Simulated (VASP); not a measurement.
# Sn (Fd-3m) in VASP: further runs

The runs below take Sn through vibrations by perturbation theory, with PBEsol.

Everything below comes from runs of VASP 6.6.1. Logs are shortened: lines on timing, memory, paths and dates and some standing lists are left out, and cuts for length are marked.

**1. The cell of the first run**

The structure is cubic, space group Fd-3m (No. 227). The conventional cell has a = 5.970 Å, b = 5.970 Å, c = 5.970 Å, α = 90.00°, β = 90.00°, γ = 90.00°. Within 3.4 Å of Sn (site symmetry -43m) lie 4 Sn at 2.59 Å.

**2. Vibrations by perturbation theory, PBEsol**

The input, INCAR:

```
PREC = Accurate
ENCUT = 520
EDIFF = 1E-8
ISMEAR = -1
SIGMA = 0.15
LREAL = F
LASPH = T
NELM = 80
ALGO = Normal
ISIF = 2
LWAVE = F
LCHARG = F
GGA = PS
NBANDS = 21
IBRION = 8
NSW = 1
```

The input, KPOINTS:

```
regular mesh
0
Gamma
  12 12 12
```

The input, POSCAR:

```
Sn
1.0
    0.0000000000      2.9851148109      2.9851148109
    2.9851148109      0.0000000000      2.9851148109
    2.9851148109      2.9851148109      0.0000000000
Sn
2
Direct
    0.5000000000      0.5000000000      0.5000000000
    0.7500000000      0.7500000000      0.7500000000
```

Potentials or basis: VASP PAW PBE potentials, release 64 (Sn_d).

Command:

```console
$ cat potpaw_PBE.64/Sn_d/POTCAR > POTCAR
$ mpirun -np 1 vasp_std > vasp.out
```

OUTCAR:

```text
PREC = Accurate
   ENCUT = 520
   EDIFF = 1E-8
   ISMEAR = -1
   LREAL = F
   LASPH = T
   NELM = 80
   ISIF = 2
   GGA = PS
   IBRION = 8
   NSW = 1

 ion  position               nearest neighbor table
   1  0.500  0.500  0.500-   2 2.59   2 2.59   2 2.59   2 2.59
   2  0.750  0.750  0.750-   1 2.59   1 2.59   1 2.59   1 2.59

  LATTYP: Found a face centered cubic cell.
 ALAT       =     5.9702296218

  Lattice vectors:

 A1 = (   0.0000000000,   2.9851148109,   2.9851148109)
 A2 = (   2.9851148109,   0.0000000000,   2.9851148109)
 A3 = (   2.9851148109,   2.9851148109,   0.0000000000)

Analysis of symmetry for initial positions (statically):
=====================================================================
 Subroutine PRICEL returns:
 Original cell was already a primitive cell.

 Routine SETGRP: Setting up the symmetry group for a
 face centered cubic supercell.

 Subroutine GETGRP returns: Found 48 space group operations
 (whereof 24 operations were pure point group operations)
 out of a pool of 48 trial point group operations.

The static configuration has the point symmetry T_d .
 The point group associated with its full space group is O_h .

Analysis of symmetry for dynamics (positions and initial velocities):
=====================================================================
 Subroutine PRICEL returns:
 Original cell was already a primitive cell.

 Routine SETGRP: Setting up the symmetry group for a
 face centered cubic supercell.

 Subroutine GETGRP returns: Found 48 space group operations
 (whereof 24 operations were pure point group operations)
 out of a pool of 48 trial point group operations.

The dynamic configuration has the point symmetry T_d .
 The point group associated with its full space group is O_h .

 Subroutine INISYM returns: Found 48 space group operations
 (whereof 24 operations are pure point group operations),
 and found     1 'primitive' translations

----------------------------------------------------------------------------------------

                                     Primitive cell

  volume of cell :      53.2002

  direct lattice vectors                    reciprocal lattice vectors
     0.000000000  2.985114811  2.985114811    -0.167497745  0.167497745  0.167497745
     2.985114811  0.000000000  2.985114811     0.167497745 -0.167497745  0.167497745
     2.985114811  2.985114811  0.000000000     0.167497745  0.167497745 -0.167497745

  length of vectors
     4.221589851  4.221589851  4.221589851     0.290114605  0.290114605  0.290114605

  position of ions in fractional coordinates (direct lattice)
     0.500000000  0.500000000  0.500000000
     0.750000000  0.750000000  0.750000000

  ion indices of the primitive-cell ions
   primitive index   ion index
                 1           1
                 2           2

----------------------------------------------------------------------------------------

 KPOINTS: regular mesh

Automatic generation of k-mesh.
 Grid dimensions read from file:
 generate k-points for:   12   12   12

 Generating k-lattice:

  Cartesian coordinates                     Fractional coordinates (reciprocal lattice)
    -0.013958145  0.013958145  0.013958145     0.083333333  0.000000000  0.000000000
     0.013958145 -0.013958145  0.013958145     0.000000000  0.083333333  0.000000000
     0.013958145  0.013958145 -0.013958145     0.000000000  0.000000000  0.083333333

[... 67 lines left out ...]
   NELECT =      28.0000    total number of electrons
   NUPDOWN=      -1.0000    fix difference up-down
   EMIN   =  10.00;   EMAX   =-10.00  energy-range for DOS
   EFERMI =   0.00;   METHOD = LEGACY
   ISMEAR =    -1;   SIGMA  =   0.15  broadening in eV -4-tet -1-fermi 0-gaus
   EFERMI_NEDOS =   21; number of points for ismear=-14 and -15
   IALGO  =     38    algorithm
   IMIX   =      4    mixing-type and parameters
     AMIX     =   0.40;   BMIX     =  1.00
     AMIX_MAG =   1.60;   BMIX_MAG =  1.00
  volume/ion in A,a.u.               =      26.60       179.51
  Fermi-wavevector in a.u.,A,eV,Ry     =   1.321772  2.497786 23.770475  1.747081
  Thomas-Fermi vector in A             =   2.451501
   LORBIT       =      0    0 simple, 1 ext, 2 COOP (PROOUT), +10 PAW based schemes
   GGA     = PS    functional components
   LHFCALC =     F    Hartree Fock is set to
   AEXX    =    0.0000 exact exchange contribution
   IVDW    =     0    specifies the selected vdW correction
   LEPSILON=     F    determine dielectric tensor
   LRPA    =     F    only Hartree local field effects (RPA)
 non-spin polarized calculation
  energy-cutoff  :      520.00
  volume of cell :       53.20
 maximum number of plane-waves:      1459
   NGX = 15   NGY = 15   NGZ = 15

--------------------------------------- Ionic step        1  -------------------------------------------

 number of electron      28.0000017 magnetization

 Free energy of the ion-electron system (eV)
  ---------------------------------------------------
  ext. energy  EPLUGINS =         0.00000000
  ---------------------------------------------------
  free energy    TOTEN  =        -7.58868282 eV

  energy without entropy =       -7.57785959  energy(sigma->0) =       -7.58327120

 E-fermi :   8.6127     XC(G=0): -10.2184

 val. band max:        8.4508126073   @ k =  -0.0833   0.0833   0.0000
 cond. band min:       8.6516699177   @ k =   0.0000   0.0000   0.0000
 fundamental gap:      0.2008573103
 Fermi energy:         8.6126542995

 k-point     1 :       0.0000    0.0000    0.0000
  band No.  band energies     occupation
      1     -13.8066      2.00000
      2     -13.8066      2.00000
      3     -13.8066      2.00000
      4     -13.7037      2.00000
      5     -13.7037      2.00000
      6     -13.1140      2.00000
[... 565 lines left out ...]
     20      16.9198      0.00000
     21      17.0946      0.00000

 [... further k-points ...]
[... 5 lines left out ...]
  --------------------------------------------------------------------------------------
  -------------------------------------------------------------------------------------
  Total        7.2734146      7.2734146      7.2734146      0.0000000     -0.0000000      0.0000000
  in kB      219.0462447    219.0462447    219.0462447      0.0000000     -0.0000000      0.0000000
  external PRESSURE =     219.0462447 kB  Pullay stress =       0.0000000 kB

 VOLUME and BASIS-vectors are now :
 -----------------------------------------------------------------------------
  energy-cutoff  :      520.00
  volume of cell :       53.20
      direct lattice vectors                 reciprocal lattice vectors
     0.000000000  2.985114811  2.985114811    -0.167497745  0.167497745  0.167497745
     2.985114811  0.000000000  2.985114811     0.167497745 -0.167497745  0.167497745
     2.985114811  2.985114811  0.000000000     0.167497745  0.167497745 -0.167497745

 POSITION                                       TOTAL-FORCE (eV/Angst)
 -----------------------------------------------------------------------------------
      2.98511      2.98511      2.98511        -0.000000     -0.000000     -0.000000
      4.47767      4.47767      4.47767         0.000000      0.000000      0.000000
 -----------------------------------------------------------------------------------
    total drift:                               -0.000000     -0.000000      0.000000

  FREE ENERGIE OF THE ION-ELECTRON SYSTEM (eV)
  ---------------------------------------------------
  free  energy   TOTEN  =        -7.5886828226 eV

  energy  without entropy=       -7.5778595858  energy(sigma->0) =       -7.58327120

[... ionic steps 2 to 3 ...]

--------------------------------------- Ionic step        4  -------------------------------------------

 Free energy of the ion-electron system (eV)
  ---------------------------------------------------
  ---------------------------------------------------
  free energy    TOTEN  =        -0.21986396 eV

  energy without entropy =       -0.21986396

------------------------ aborting loop because EDIFF is reached ----------------------------------------

 INTERNAL STRAIN TENSOR  FOR ION    1  DIRECTION 1   (eV/Angst):
 -----------------------------------------------------------------------------
    -0.01531  0.00000  0.00000
     0.00000  0.00858 20.78946
     0.00000 20.78946  0.00858

 INTERNAL STRAIN TENSOR FOR ION    2 for displacements in x,y,z  (eV/Angst):
          X           Y           Z          XY          YZ          ZX
  --------------------------------------------------------------------------------
  x     0.00000    -0.00000    -0.00000     0.00000   -20.78946     0.00000
  y     0.00000     0.00000     0.00000     0.00000     0.00000   -20.78946
  z    -0.00000    -0.00000     0.00000   -20.78946     0.00000     0.00000

 SECOND DERIVATIVES (NOT SYMMETRIZED)
 ------------------------------------
               1X          1Y          1Z          2X          2Y          2Z
  1X   -14.022032    0.000000    0.000000   14.022032    0.000000    0.000000
  1Y     0.000000  -14.022032    0.000000    0.000000   14.022032    0.000000
  1Z     0.000000    0.000000  -14.022032    0.000000    0.000000   14.022032
  2X    14.022032    0.000000    0.000000  -14.022032    0.000000    0.000000
  2Y     0.000000   14.022032    0.000000    0.000000  -14.022032    0.000000
  2Z     0.000000    0.000000   14.022032    0.000000    0.000000  -14.022032

 Eigenvectors and eigenvalues of the dynamical matrix
 ----------------------------------------------------

   1 f  =    7.598494 THz    47.742748 2PiTHz  253.458487 cm-1    31.424833 meV
             X         Y         Z           dx          dy          dz
      2.985115  2.985115  2.985115     0.000000    0.000000    0.707107
      4.477672  4.477672  4.477672     0.000000   -0.000000   -0.707107
[... 16 lines left out ...]
   5 f  =    0.000000 THz     0.000001 2PiTHz    0.000003 cm-1     0.000000 meV
             X         Y         Z           dx          dy          dz
      2.985115  2.985115  2.985115     0.697878    0.081963   -0.079046
      4.477672  4.477672  4.477672     0.697878    0.081963   -0.079046

   6 f/i=    0.000000 THz     0.000001 2PiTHz    0.000004 cm-1     0.000000 meV
             X         Y         Z           dx          dy          dz
      2.985115  2.985115  2.985115    -0.102351    0.666646   -0.212385
      4.477672  4.477672  4.477672    -0.102351    0.666646   -0.212385

--------------------------------------------------------------------------------------------------------

 ELASTIC MODULI CONTR FROM IONIC RELAXATION (kBar)
 Direction    XX          YY          ZZ          XY          YZ          ZX
 --------------------------------------------------------------------------------
 XX          -0.0000     -0.0000      0.0000     -0.0000      0.0000      0.0000
 YY          -0.0000     -0.0000     -0.0000     -0.0000     -0.0000      0.0000
 ZZ           0.0000     -0.0000     -0.0000      0.0000     -0.0000      0.0000
 XY          -0.0000     -0.0000      0.0000   -928.2674      0.0000      0.0000
 YZ           0.0000     -0.0000     -0.0000      0.0000   -928.2674      0.0000
 ZX           0.0000      0.0000      0.0000      0.0000      0.0000   -928.2674
 --------------------------------------------------------------------------------
```

Wall time 3.1 min (1 thread of Intel Xeon 6975P-C (Granite Rapids), shared host); peak memory 0.65 GiB.

What came out:

```
Highest phonon frequency at Γ : 253 cm⁻¹
```

Phonon frequencies in cm⁻¹ (negative: imaginary):
| q point | frequencies |
| --- | --- |
| (0.000, 0.000, 0.000) | 0 0 0 253 253 253 |

Caveat: the cell wasn't relaxed at this level first, which shifts response properties; the PAW data sets were made with another functional, which shifts forces and pressure a little; spin-orbit coupling is left out, which moves the levels of the heavy elements.

**3. Vibrations by perturbation theory, PBEsol**

This run uses another cell than the first one, of 29.39 Å³/atom, 1.105 times its volume.

Changes to INCAR since step 2:

```diff
@@ -7,3 +7,3 @@
 LASPH = T
-NELM = 80
+NELM = 100
 ALGO = Normal
```

KPOINTS is that of step 2.

The input, POSCAR:

```
Sn
1.0
    0.0000000000      3.0861821271      3.0861821271
    3.0861821271      0.0000000000      3.0861821271
    3.0861821271      3.0861821271      0.0000000000
Sn
2
Direct
    0.5000000000      0.5000000000      0.5000000000
    0.7500000000      0.7500000000      0.7500000000
```

Potentials or basis: VASP PAW PBE potentials, release 64 (Sn_d).

Command:

```console
$ cat potpaw_PBE.64/Sn_d/POTCAR > POTCAR
$ mpirun -np 1 vasp_std > vasp.out
```

OUTCAR:

```text
PREC = Accurate
   ENCUT = 520
   EDIFF = 1E-8
   ISMEAR = -1
   LREAL = F
   LASPH = T
   NELM = 100
   ISIF = 2
   GGA = PS
   IBRION = 8
   NSW = 1

 ion  position               nearest neighbor table
   1  0.500  0.500  0.500-   2 2.67   2 2.67   2 2.67   2 2.67
   2  0.750  0.750  0.750-   1 2.67   1 2.67   1 2.67   1 2.67

  LATTYP: Found a face centered cubic cell.
 ALAT       =     6.1723642542

  Lattice vectors:

 A1 = (   0.0000000000,   3.0861821271,   3.0861821271)
 A2 = (   3.0861821271,   0.0000000000,   3.0861821271)
 A3 = (   3.0861821271,   3.0861821271,   0.0000000000)

Analysis of symmetry for initial positions (statically):
=====================================================================
 Subroutine PRICEL returns:
 Original cell was already a primitive cell.

 Routine SETGRP: Setting up the symmetry group for a
 face centered cubic supercell.
[... 808 lines left out ...]
  --------------------------------------------------------------------------------
  x     0.00000    -0.00000    -0.00000     0.00000   -14.98578     0.00000
  y    -0.00000     0.00000    -0.00000     0.00000     0.00000   -14.98578
  z    -0.00000    -0.00000     0.00000   -14.98578     0.00000     0.00000

 SECOND DERIVATIVES (NOT SYMMETRIZED)
 ------------------------------------
               1X          1Y          1Z          2X          2Y          2Z
  1X   -11.152667    0.000000    0.000000   11.152667    0.000000    0.000000
  1Y     0.000000  -11.152667    0.000000    0.000000   11.152667    0.000000
  1Z     0.000000    0.000000  -11.152667    0.000000    0.000000   11.152667
  2X    11.152667    0.000000    0.000000  -11.152667    0.000000    0.000000
  2Y     0.000000   11.152667    0.000000    0.000000  -11.152667    0.000000
  2Z     0.000000    0.000000   11.152667    0.000000    0.000000  -11.152667

 Eigenvectors and eigenvalues of the dynamical matrix
 ----------------------------------------------------

   1 f  =    6.776594 THz    42.578594 2PiTHz  226.042833 cm-1    28.025727 meV
             X         Y         Z           dx          dy          dz
      3.086182  3.086182  3.086182    -0.703019   -0.075927   -0.000000
      4.629273  4.629273  4.629273     0.703019    0.075927   -0.000000
[... 11 lines left out ...]
   4 f  =    0.000000 THz     0.000001 2PiTHz    0.000003 cm-1     0.000000 meV
             X         Y         Z           dx          dy          dz
      3.086182  3.086182  3.086182    -0.698103   -0.111891    0.011520
      4.629273  4.629273  4.629273    -0.698103   -0.111891    0.011520

   5 f/i=    0.000000 THz     0.000000 2PiTHz    0.000002 cm-1     0.000000 meV
             X         Y         Z           dx          dy          dz
      3.086182  3.086182  3.086182     0.110264   -0.695048   -0.068917
      4.629273  4.629273  4.629273     0.110264   -0.695048   -0.068917

   6 f/i=    0.000000 THz     0.000001 2PiTHz    0.000003 cm-1     0.000000 meV
             X         Y         Z           dx          dy          dz
      3.086182  3.086182  3.086182    -0.022229    0.066243   -0.703646
      4.629273  4.629273  4.629273    -0.022229    0.066243   -0.703646

--------------------------------------------------------------------------------------------------------

 ELASTIC MODULI CONTR FROM IONIC RELAXATION (kBar)
 Direction    XX          YY          ZZ          XY          YZ          ZX
 --------------------------------------------------------------------------------
 XX          -0.0000     -0.0000     -0.0000     -0.0000      0.0000     -0.0000
 YY          -0.0000     -0.0000     -0.0000     -0.0000     -0.0000      0.0000
 ZZ          -0.0000     -0.0000     -0.0000      0.0000     -0.0000     -0.0000
 XY          -0.0000     -0.0000      0.0000   -548.7769      0.0000      0.0000
 YZ           0.0000     -0.0000     -0.0000      0.0000   -548.7769      0.0000
 ZX          -0.0000      0.0000     -0.0000      0.0000      0.0000   -548.7769
 --------------------------------------------------------------------------------
```

OSZICAR:

```text
N       E                     dE             d eps       ncg     rms          rms(c)
DAV:   1     0.232397314754E+03    0.23240E+03   -0.14754E+04  3054   0.206E+03
DAV:   2     0.169202563193E+02   -0.21548E+03   -0.21035E+03  3029   0.456E+02
DAV:   3    -0.751818258886E+01   -0.24438E+02   -0.24298E+02  3514   0.142E+02
DAV:   4    -0.827882678700E+01   -0.76064E+00   -0.76028E+00  3454   0.281E+01
[... 30 lines left out ...]
RMM:  13    -0.220177000675E+00    0.39262E-07    0.28229E-08 23623   0.524E-05    0.403E-06
RMM:  14    -0.220176973608E+00    0.27067E-07    0.83592E-09 23970   0.417E-05    0.128E-06
RMM:  15    -0.220176952244E+00    0.21365E-07    0.27626E-09 22700   0.367E-05    0.478E-07
RMM:  16    -0.220176956442E+00   -0.41984E-08    0.70316E-10 16447   0.337E-05    0.263E-07
 Linear response finished
```

stdout:

```text
POSCAR found type information on POSCAR Sn
 POSCAR found :  1 types and       2 ions
 scaLAPACK will be used
 -----------------------------------------------------------------------------
|                                                                             |
|                                                                             |
|     You enforced a specific xc type in the INCAR file but a different       |
|     I HOPE YOU KNOW WHAT YOU ARE DOING!                                     |
|                                                                             |
 -----------------------------------------------------------------------------

 LDA part: xc-table for (Slater+PW92), standard interpolation
 POSCAR, INCAR and KPOINTS ok, starting setup
 FFT: planning ... GRIDC
 FFT: planning ... GRID_SOFT
 FFT: planning ... GRID
 WAVECAR not read
 entering main loop
 Linear response reoptimize wavefunctions to high precision
 Linear response DOF=           1
 Linear response progress:
 first order change of Fermi-energy   0.68590E-04
 force on displaced ion       1 direction 1 : -11.153   0.000   0.000
 Linear response finished
```

Run time: 4.1 min. Hardware: 1 thread of Intel Xeon 6975P-C (Granite Rapids), shared host; peak memory 0.69 GiB.

What came out:

```
Highest phonon frequency at Γ : 226 cm⁻¹
```

Phonon frequencies in cm⁻¹ (negative: imaginary):
| q point | frequencies |
| --- | --- |
| (0.000, 0.000, 0.000) | 0 0 0 226 226 226 |

Caveat: the cell wasn't relaxed at this level first, which shifts response properties; the PAW data sets were made with another functional, which shifts forces and pressure a little; spin-orbit coupling is left out, which moves the levels of the heavy elements.

[end of part 1 of 2]
